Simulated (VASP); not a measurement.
The system is ZnS.

```
Zn S
1.0
     0.00000    2.71989    2.71989
     2.71989    0.00000    2.71989
     2.71989    2.71989    0.00000
Zn S
1 1
Direct
  0.75000 0.75000 0.75000
  0.00000 0.00000 0.00000
```

Base run:

| Item | Value |
| --- | --- |
| Program | VASP 6.6.1 |
| Functional | revPBE |
| Potentials or basis | VASP PAW PBE potentials, release 64 (Zn, S) |
| Cutoff | 520 eV |
| k mesh | 9 × 9 × 9 |
| Occupations | fermi-dirac, width 0.05 eV |
| Spin | no spin polarisation |

Its results: band gap on the k mesh 2.15 eV, direct; pressure 2.1 GPa.

After a change of settings the same cell gave: band gap on the k mesh 1.80 eV, direct; pressure -5.6 GPa. Which change was it?
A. functional from revPBE to LDA; potentials or basis from VASP PAW PBE potentials, release 64 (Zn, S) to VASP PAW LDA potentials, release 64 (Zn, S)
B. functional from revPBE to r2SCAN
C. functional from revPBE to PBEsol
D. functional from revPBE to BLYP

A.

Caveats: the PAW data sets were made with another functional, which shifts forces and pressure a little (some runs).
